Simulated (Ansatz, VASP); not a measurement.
**MgO: VASP beside Ansatz**

The input INCAR:

```
ALGO = Normal
EDIFF = 1E-6
ENCUT = 520
GGA = PE
ISIF = 2
ISMEAR = -1
LASPH = True
LCHARG = False
LREAL = False
LWAVE = False
NBANDS = 26
NELM = 60
PREC = Accurate
SIGMA = 0.02
```

The input KPOINTS:

```
k-points
0
Gamma
  10 10 1
```

POSCAR

```
MgO
1.0
    3.0079491114      0.0000000000      0.0000000000
    0.0000000000      3.0079491114      0.0000000000
    0.0000000000      0.0000000000     22.3808000000
Mg O
4 4
Direct
    0.0000000000      0.0000000000      0.3585462131
    0.5000000000      0.5000000000      0.4522504723
    0.0000000000      0.0000000000      0.5477495269
    0.5000000000      0.5000000000      0.6414537857
    0.5000000000      0.5000000000      0.3563276375
    0.0000000000      0.0000000000      0.4526719459
    0.5000000000      0.5000000000      0.5473280540
    0.0000000000      0.0000000000      0.6436723635
```

Input for Ansatz:

```yaml
crystal:
  lattice:
    - [3.0079491114, 0.0, 0.0]
    - [0.0, 3.0079491114, 0.0]
    - [0.0, 0.0, 22.3808]
  atoms:
    - { symbol: Mg, position: [0.0, 0.0, 0.3585462131] }
    - { symbol: O, position: [0.5, 0.5, 0.3563276375] }
    - { symbol: Mg, position: [0.5, 0.5, 0.4522504723] }
    - { symbol: O, position: [0.0, 0.0, 0.4526719459] }
    - { symbol: Mg, position: [0.0, 0.0, 0.5477495269] }
    - { symbol: O, position: [0.5, 0.5, 0.547328054] }
    - { symbol: Mg, position: [0.5, 0.5, 0.6414537857] }
    - { symbol: O, position: [0.0, 0.0, 0.6436723635] }
kpoints:
  mp_grid: { grid: [10, 10, 1] }
scf:
  occupations: { method: fermi_dirac, width: 0.02 }
hamiltonian:
  xc: pbe
  pseudopotentials: { kind: paw }
output:
  forces: true
  stress: true
  eigenvalues: true
  core_levels:
    shells: { Mg: ["1s"] }
    counted_from: conduction_bottom
    add_spin: false
  write_density: true
  write_potential: true
  elf: true
  volumetric_format: npy
```

Alike in both runs: task single point; functional PBE; k mesh 10 × 10 × 1; occupations fermi-dirac, width 0.02 eV; no spin polarisation.

```csv
,VASP,Ansatz
version,VASP 6.6.1,Ansatz 0.2.0
potentials or method,"VASP PAW PBE potentials, release 64 (Mg, O)","PAW with Ansatz's default frozen-core files, scalar-relativistic"
plane-wave cutoff (eV),520,420
valence electrons in the cell,32,64
```

Ansatz gave:

* gap on the k mesh at the Fermi level (eV): 3.52
* rms of the force components (eV/Å): 0.002

Problem. Estimate VASP's values.

Solution. gap on the k mesh at the Fermi level (eV): 3.51; rms of the force components (eV/Å): 0.007.

VASP's potentials hold 32 valence electrons a cell and Ansatz's 64, so a difference there can come from the potentials and not from the codes. Ansatz's warnings: xc potential rough in thin density.
